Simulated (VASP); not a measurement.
Wanted: the native input for a VASP 6.6.1 run.

```
Task                   : single point
Functional             : r2SCAN
Potentials or basis    : VASP PAW PBE potentials, release 64 (Ru_pv)
Cutoff                 : 520 eV
k mesh                 : 6 × 6 × 4
Occupations            : gaussian, width 0.1 eV
Spin                   : no spin polarisation
Dipole correction      : no
Further INCAR settings : ALGO = Normal; EDIFF = 1e-06; NBANDS = 36
```

Ru:

```
Ru
1.0
     4.12208    0.00000    0.00000
    -2.06104    3.56983    0.00000
     0.00000    0.00000    4.71355
Ru
4
Direct
  0.00000 0.00000 0.25000
  0.00000 0.00000 0.75000
  0.33333 0.66667 0.75000
  0.66667 0.33333 0.25000
```

These files were run (other wordings do the same):

POSCAR

```
Ru
1.0
    4.1220792938      0.0000000000      0.0000000000
   -2.0610396469      3.5698253848      0.0000000000
    0.0000000000      0.0000000000      4.7135531441
Ru
4
Direct
    0.0000000000      0.0000000000      0.2500000000
    0.0000000000      0.0000000000      0.7500000000
    0.3333333333      0.6666666667      0.7500000000
    0.6666666667      0.3333333333      0.2500000000
```

INCAR.step1

```
PREC = Accurate
ENCUT = 520
ISMEAR = 0
SIGMA = 0.1
LREAL = F
LASPH = T
NELM = 100
NBANDS = 36
GGA = PE
ALGO = Normal
EDIFF = 1E-4
LWAVE = T
LCHARG = F
```

INCAR.step2

```
PREC = Accurate
ENCUT = 520
EDIFF = 1E-6
ISMEAR = 0
SIGMA = 0.1
LREAL = F
LASPH = T
NELM = 100
ALGO = Normal
ISIF = 2
LWAVE = F
LCHARG = T
METAGGA = R2SCAN
LMIXTAU = T
LELF = T
LVHAR = T
NBANDS = 36
ISTART = 1
```

KPOINTS

```
regular mesh
0
Gamma
  6 6 4
```

Potentials or basis: VASP PAW PBE potentials, release 64 (Ru_pv).

The run is started by

```sh
$ cat potpaw_PBE.64/Ru_pv/POTCAR > POTCAR
$ cp INCAR.step1 INCAR
$ mpirun -np 1 vasp_std > vasp.out
$ cp INCAR.step2 INCAR
$ mpirun -np 1 vasp_std > vasp.out
```

It gave:

The pressure is 1.0 GPa and the band gap on the k mesh is zero (band 28 reaches 9.95 eV, above the bottom of band 29 at 8.44 eV).

Caveat: the PAW data sets were made with another functional, which shifts forces and pressure a little.

It took 2.1 min on 1 thread of Intel(R) Xeon(R) Platinum 8259CL CPU @ 2.50GHz (Skylake/Cascade Lake) (shared host), peak memory 0.21 GiB.
